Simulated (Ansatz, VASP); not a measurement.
# One calculation of BiSb3O2, two programs

The input INCAR:

```
SYSTEM = BiSb3O2
PREC = Accurate
ENCUT = 600
EDIFF = 1E-6
ISMEAR = 0
SIGMA = 0.1
LREAL = .FALSE.
LASPH = .TRUE.
NELM = 80
ALGO = Normal
ISIF = 3
LWAVE = .FALSE.
LCHARG = .FALSE.
GGA = PE
IBRION = 2
NSW = 90
EDIFFG = -0.04
```

KPOINTS

```
regular mesh
0
G
  4 4 4
  0 0 0
```

Contents of POSCAR:

```
BiSb3O2
1.0
    0.0000000000      5.4094454900      5.4094454900
    5.4094454900      0.0000000000      5.4094454900
    5.4094454900      5.4094454900      0.0000000000
Sb Bi O
6 2 4
Direct
    0.1250000000      0.1250000000      0.1250000000
    0.1250000000      0.1250000000      0.6250000000
    0.1250000000      0.6250000000      0.1250000000
    0.6250000000      0.1250000000      0.1250000000
    0.5000000000      0.5000000000      0.5000000000
    0.7500000000      0.7500000000      0.7500000000
    0.0000000000      0.0000000000      0.0000000000
    0.2500000000      0.2500000000      0.2500000000
    0.6250000000      0.6250000000      0.6250000000
    0.6250000000      0.6250000000      0.1250000000
    0.6250000000      0.1250000000      0.6250000000
    0.1250000000      0.6250000000      0.6250000000
```

Input for Ansatz:

```yaml
crystal:
  lattice:
    - [0.0, 5.40944549, 5.40944549]
    - [5.40944549, 0.0, 5.40944549]
    - [5.40944549, 5.40944549, 0.0]
  atoms:
    - { symbol: Sb, position: [0.125, 0.125, 0.125] }
    - { symbol: Sb, position: [0.125, 0.125, 0.625] }
    - { symbol: Sb, position: [0.125, 0.625, 0.125] }
    - { symbol: Sb, position: [0.625, 0.125, 0.125] }
    - { symbol: Sb, position: [0.5, 0.5, 0.5] }
    - { symbol: Sb, position: [0.75, 0.75, 0.75] }
    - { symbol: Bi, position: [0.0, 0.0, 0.0] }
    - { symbol: Bi, position: [0.25, 0.25, 0.25] }
    - { symbol: O, position: [0.625, 0.625, 0.625] }
    - { symbol: O, position: [0.625, 0.625, 0.125] }
    - { symbol: O, position: [0.625, 0.125, 0.625] }
    - { symbol: O, position: [0.125, 0.625, 0.625] }
basis:
  ecutwfc: 420
kpoints:
  mp_grid: { grid: [4, 4, 4] }
hamiltonian:
  xc: pbe
scf:
  occupations: { method: gaussian, width: 0.1 }
  lower_state_search: "off"
output:
  forces: true
  stress: true
  eigenvalues: true
relax:
  adjacent_minimum: "off"
  f_tol: 0.04
  max_steps: 70
  cell: { stress_tol: 0.4 }
```

Alike in both runs: task relaxation of cell and atoms; functional PBE; k mesh 4 × 4 × 4; occupations gaussian, width 0.1 eV; no spin polarisation.

|  | VASP | Ansatz |
| --- | --- | --- |
| version | VASP 6.6.1 | Ansatz 0.2.0 |
| potentials or method | VASP PAW PBE potentials, release 64 (Sb, Bi_d, O), cutoff 600 eV | scalar-relativistic, plane waves, PAW |
| valence electrons in the cell | 84 | 144 |

VASP gave:

```
gap on the k mesh at the Fermi level, each at its own relaxed structure (eV)  : none
relaxed volume (Å³/atom)                                                      : 37.62
relaxed length of the cell vector where the two differ most in proportion (Å) : 8.610
```

Problem. Which values does Ansatz return?

Solution. gap on the k mesh at the Fermi level, each at its own relaxed structure (eV): none; relaxed volume (Å³/atom): 37.78; relaxed length of the cell vector where the two differ most in proportion (Å): 8.623.

A gap of «none» marks a metal or a gap that the smearing closes. VASP's potentials hold 84 valence electrons a cell and Ansatz's 144, so a difference there can come from the potentials and not from the codes.

Spin-orbit coupling is off throughout. Noted on VASP's run: the volume moved by over 15 % at a fixed basis, so the end points are rough.
